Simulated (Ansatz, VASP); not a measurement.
# One calculation of HC4, two programs

INCAR

```
SYSTEM = HC4
PREC = Accurate
ENCUT = 520
EDIFF = 1E-6
ISMEAR = 0
SIGMA = 0.1
LREAL = .FALSE.
LASPH = .TRUE.
NELM = 100
ALGO = Normal
ISIF = 2
LWAVE = .FALSE.
LCHARG = .TRUE.
LDIPOL = .TRUE.
IDIPOL = 3
DIPOL = 0.5 0.5 0.238
GGA = PE
IVDW = 12
LELF = .TRUE.
LVHAR = .TRUE.
LVACPOTAV = .TRUE.
NBANDS = 28
```

The input KPOINTS:

```
Automatic mesh
0
G
  6 6 1
  0 0 0
```

File POSCAR:

```
HC4
1.0
    4.9313048819      0.0000000000      0.0000000000
   -2.4656524409      4.2706353015      0.0000000000
    0.0000000000      0.0000000000     18.0000331942
C H
8 2
Direct
    0.3333333333      0.1666666667      0.2222236565
    0.3333333333      0.6666666667      0.2222236565
    0.8333333333      0.1666666667      0.2222236565
    0.8333333333      0.6666666667      0.2222236565
    0.1666666667      0.3333333333      0.2222218124
    0.1666666667      0.8333333333      0.2222218124
    0.6666666667      0.3333333333      0.2222218124
    0.6666666667      0.8333333333      0.2222218124
    0.1817507365      0.1666666667      0.3005568454
    0.4849159302      0.1666666667      0.3005568454
```

Input for Ansatz:

```yaml
crystal:
  lattice:
    - [4.9313048819, 0.0, 0.0]
    - [-2.4656524409, 4.2706353015, 0.0]
    - [0.0, 0.0, 18.0000331942]
  atoms:
    - { symbol: C, position: [0.3333333333, 0.1666666667, 0.2222236565] }
    - { symbol: C, position: [0.3333333333, 0.6666666667, 0.2222236565] }
    - { symbol: C, position: [0.8333333333, 0.1666666667, 0.2222236565] }
    - { symbol: C, position: [0.8333333333, 0.6666666667, 0.2222236565] }
    - { symbol: C, position: [0.1666666667, 0.3333333333, 0.2222218124] }
    - { symbol: C, position: [0.1666666667, 0.8333333333, 0.2222218124] }
    - { symbol: C, position: [0.6666666667, 0.3333333333, 0.2222218124] }
    - { symbol: C, position: [0.6666666667, 0.8333333333, 0.2222218124] }
    - { symbol: H, position: [0.1817507365, 0.1666666667, 0.3005568454] }
    - { symbol: H, position: [0.4849159302, 0.1666666667, 0.3005568454] }
basis:
  ecutwfc: 420
kpoints:
  mp_grid: { grid: [6, 6, 1] }
hamiltonian:
  xc: pbe
  pseudopotentials: { kind: paw, azcp: { folder: soft_1 } }
  dispersion: d3bj
scf:
  occupations: { method: gaussian, width: 0.1 }
output:
  forces: true
  eigenvalues: true
efield:
  axis: 3
  dipole_correction: true
  ramp_width: 0.04
```

Alike in both runs: task single point; functional PBE; dispersion D3(BJ); k mesh 6 × 6 × 1; occupations gaussian, width 0.1 eV; no spin polarisation.

|  | VASP | Ansatz |
| --- | --- | --- |
| version | VASP 6.6.1 | Ansatz 0.2.0 |
| potentials or method | VASP PAW PBE potentials, release 64 (C, H), cutoff 520 eV | scalar-relativistic, plane waves, PAW |
| valence electrons in the cell | 34 | 34 |

```tsv
	VASP	Ansatz	Ansatz less VASP
gap on the k mesh at the Fermi level (eV)	none	none	-
rms of the force components (eV/Å)	0.862	0.862	-0.0002
work function, face that differs most (eV)	4.66	4.66	+0.003
```

Atom by atom the forces differ by 0.003 eV/Å (rms over components). A gap of «none» marks a metal or a gap that the smearing closes.
